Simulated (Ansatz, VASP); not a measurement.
ZnO in VASP and in Ansatz

```
CELL_PARAMETERS angstrom
1.45837 0.84199 5.30035
-1.45837 0.84199 5.30035
0.00000 -1.68398 5.30035
ATOMIC_POSITIONS crystal
Zn 0.18997 0.18997 0.18997
Zn 0.81003 0.81003 0.81003
O 0.50000 0.50000 0.50000
O 0.00000 0.00000 0.00000
```

Alike in both runs: task single point; functional PBE; k mesh 6 × 6 × 6; occupations gaussian, width 0.1 eV; collinear spin.

|  | VASP | Ansatz |
| --- | --- | --- |
| version | VASP 6.6.1 | Ansatz 0.2.0 |
| potentials or method | VASP PAW PBE potentials, release 64 (Zn, O), cutoff 520 eV | scalar-relativistic, plane waves, PAW |
| valence electrons in the cell | 36 | 36 |

Ansatz gave:

| Property | Result |
| --- | --- |
| gap on the k mesh at the Fermi level (eV) | none |
| rms of the force components (eV/Å) | 7.890 |
| net moment per atom (μB) | 0.16 |
| size of the moment on the site where the two differ most (μB) | 0.68 |

Problem. Estimate VASP's values.

Solution. gap on the k mesh at the Fermi level (eV): none; rms of the force components (eV/Å): 8.114; net moment per atom (μB): 0.16; size of the moment on the site where the two differ most (μB): 0.57.

Site moments also hang on the region over which each program counts them. Atom by atom the forces differ by 0.224 eV/Å (rms over components). A gap of «none» marks a metal or a gap that the smearing closes.

The k mesh is coarse, so the values compare programs but aren't converged.
